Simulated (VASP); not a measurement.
Here is a VASP 6.6.1 calculation.

File INCAR:

```
SYSTEM = SiO2
ALGO     = Normal         ! electronic algorithm
EDIFF    = 1E-6           ! SCF threshold, eV
ENCUT    = 600            ! plane-wave cutoff, eV
GGA      = PE             ! functional
GGA_COMPAT= .False.      
ISIF     = 2              ! what is computed and relaxed
ISMEAR   = -1             ! smearing method
LASPH    = .True.         ! aspherical terms in the spheres
LCHARG   = .True.         ! write CHGCAR
LELF     = .True.         ! ELF
LREAL    = .False.        ! projectors in reciprocal space
LVHAR    = .True.       
LWAVE    = .False.        ! write WAVECAR
NBANDS   = 15             ! bands
NELM     = 120            ! most SCF steps
PREC     = Accurate       ! precision mode
SIGMA    = 0.06122561905347299 ! smearing width, eV
```

KPOINTS

```
k-points
0
Gamma
  41 41 41
  0 0 0
```

File POSCAR:

```
SiO2
1.0
    0.0000000000      2.2757465681      2.2757465681
    2.2757465681      0.0000000000      2.2757465681
    2.2757465681      2.2757465681      0.0000000000
Si O
1 2
Direct
    0.0000000000      0.0000000000      0.0000000000
    0.2500000000      0.2500000000      0.2500000000
    0.7500000000      0.7500000000      0.7500000000
```

Potentials or basis: VASP PAW PBE potentials, release 64 (Si, O).

The run is started by

```sh
$ cat potpaw_PBE.64/Si/POTCAR potpaw_PBE.64/O/POTCAR > POTCAR
$ mpirun -np 1 vasp_std > vasp.out
```

Q: Predict the band gap on the k mesh.

A: 2.02 eV (least direct gap 2.05 eV).

Q: What does it give for the pressure?

A: 5.4 GPa.

Caveat: the cell stands under pressure; an odd mesh through Γ misses points on the zone boundary, where band edges can lie.
